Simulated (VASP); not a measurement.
Runs of VASP 6.6.1 on Al2O3. The structure is that of space group R-3c (No. 167), or close to it. The cells are those of the table. 

```csv
cell,gap on the mesh (eV),pressure (GPa),largest force (eV/Å)
"a = 5.194 Å, angles 53.0°, 10 atoms",6.39,15.1,0.39
"a = 5.168 Å, angles 57.6°, 10 atoms",4.82,-11.2,0.35
"a = 4.989 Å, angles 55.3°, 10 atoms",7.30,32.8,0.13
"a = 4.941 Å, angles 58.8°, 10 atoms",5.78,(b),0.76
"a = 5.036 Å, angles 56.4°, 10 atoms",6.32,13.8,0.21
"a = 5.382 Å, angles 53.0°, 10 atoms",(a),-10.2,0.18
"a = 5.271 Å, angles 55.3°, 10 atoms",5.22,-10.9,0.05
"a = 5.471 Å, angles 53.0°, 10 atoms",4.47,-18.5,0.10
"a = 5.414 Å, angles 54.2°, 10 atoms",4.59,-18.9,0.04
"a = 4.987 Å, angles 57.6°, 10 atoms",6.06,(c),0.47
"a = 5.094 Å, angles 53.0°, 10 atoms",7.16,33.9,0.53
"a = 5.531 Å, angles 51.9°, 10 atoms",4.31,-18.1,0.14
```

Alike in all rows: task single point; level PBE; potentials or basis VASP PAW PBE potentials, release 64 (Al, O); no spin polarisation; k mesh 6 × 6 × 6; cutoff (eV) 520; smearing gaussian 0.05 eV.

Q: Fill in the values left out.

A: (a) 5.05; (b) 13.5; (c) 13.6.

Caveats: the cell stands under pressure (at least some runs); the cell stands under tension (at least some runs).

A k mesh can miss the band edges.
